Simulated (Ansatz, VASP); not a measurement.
**One calculation of TiC, two programs**

The input INCAR:

```
SYSTEM = TiC
ALGO = Normal
EDIFF = 1E-7
ENCUT = 520
GGA = PS
ISIF = 2
ISMEAR = -1
LASPH = .True.
LCHARG = .True.
LELF = .True.
LREAL = .False.
LVHAR = .True.
LWAVE = .False.
NBANDS = 15
NELM = 80
PREC = Accurate
SIGMA = 0.03
```

Contents of KPOINTS:

```
k-points
0
Gamma
  16 16 16
  0 0 0
```

POSCAR

```
TiC
1.0
    0.0000000000      2.1854271361      2.1854271361
    2.1854271361      0.0000000000      2.1854271361
    2.1854271361      2.1854271361      0.0000000000
Ti C
1 1
Direct
    0.0000000000      0.0000000000      0.0000000000
    0.5000000000      0.5000000000      0.5000000000
```

Input for Ansatz:

```yaml
crystal:
  lattice:
    - [0.0, 2.1854271361, 2.1854271361]
    - [2.1854271361, 0.0, 2.1854271361]
    - [2.1854271361, 2.1854271361, 0.0]
  atoms:
    - { symbol: Ti, position: [0.0, 0.0, 0.0] }
    - { symbol: C, position: [0.5, 0.5, 0.5] }
kpoints:
  mp_grid: { grid: [16, 16, 16] }
scf:
  occupations: { method: fermi_dirac, width: 0.03 }
hamiltonian:
  xc: pbesol
  pseudopotentials: { kind: all_electron, lapw: { basis_error: 0.001 } }
output:
  forces: true
  stress: true
  eigenvalues: true
```

Change from the starting cell: volume scaled by 1.03.

Alike in both runs: task single point; functional PBEsol; k mesh 16 × 16 × 16; occupations fermi-dirac, width 0.03 eV; no spin polarisation.

```csv
,VASP,Ansatz
version,VASP 6.6.1,Ansatz 0.2.0
potentials or method,"VASP PAW PBE potentials, release 64 (Ti_sv, C), cutoff 520 eV","all-electron LAPW, scalar-relativistic"
```

VASP gave:

| Quantity | Value |
| --- | --- |
| pressure (GPa) | -12.6 |

**Question.** Estimate Ansatz's values.

**Answer.** Pressure (GPa): -12.9.

VASP's potentials were made for PBE, not for PBEsol. Ansatz ran all-electron here, and VASP with PAW potentials.
